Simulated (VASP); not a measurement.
Wanted: the native input for a VASP 6.6.1 run.

- Task: single point
- Functional: BLYP
- Dispersion: D4
- Potentials or basis: VASP PAW PBE potentials, release 64 (As, B)
- Cutoff: 520 eV
- k mesh: 10 × 10 × 10
- Occupations: fermi-dirac, width 0.05 eV
- Spin: no spin polarisation
- Dipole correction: no
- Further INCAR settings: ALGO = Normal; EDIFF = 1e-06; NBANDS = 11

The structure of BAs lies in POSCAR:

```
BAs
1.0
    0.0000000000      2.4199312360      2.4199312360
    2.4199312360      0.0000000000      2.4199312360
    2.4199312360      2.4199312360      0.0000000000
As B
1 1
Direct
    0.7500000000      0.7500000000      0.7500000000
    0.0000000000      0.0000000000      0.0000000000
```

The input as run:

INCAR

```
SYSTEM = BAs
  AGGAC = 1.0
  AGGAX = 1.0
  ALDAC = 0.0
  ALDAX = 1.0
  ALGO = Normal
  EDIFF = 1E-6
  ENCUT = 520
  GGA = B5
  ISIF = 2
  ISMEAR = -1
  IVDW = 13
  LASPH = .True.
  LCHARG = .False.
  LREAL = .False.
  LWAVE = .False.
  NBANDS = 11
  NELM = 60
  PREC = Accurate
  SIGMA = 0.05
  VDW_A1 = 0.44488865
  VDW_A2 = 4.0933009
  VDW_S6 = 1.0
  VDW_S8 = 2.34076671
```

KPOINTS

```
k-points
0
Gamma
  10 10 10
  0 0 0
```

Potentials or basis: VASP PAW PBE potentials, release 64 (As, B).

The run is started by

```console
$ cat potpaw_PBE.64/As/POTCAR potpaw_PBE.64/B/POTCAR > POTCAR
$ mpirun -np 1 vasp_std > vasp.out
```

Results of the run:

```
Pressure                   : -5.0 GPa
Band gap on the k mesh     : 1.44 eV, indirect (least direct gap 3.32 eV)
Dispersion energy per atom : -0.698 eV
```

Caveat: the PAW data sets were made with another functional, which shifts forces and pressure a little.

Wall time 22 s on 1 thread of Intel(R) Xeon(R) Platinum 8259CL CPU @ 2.50GHz (Skylake/Cascade Lake), with other jobs on the host, peak memory 0.16 GiB.
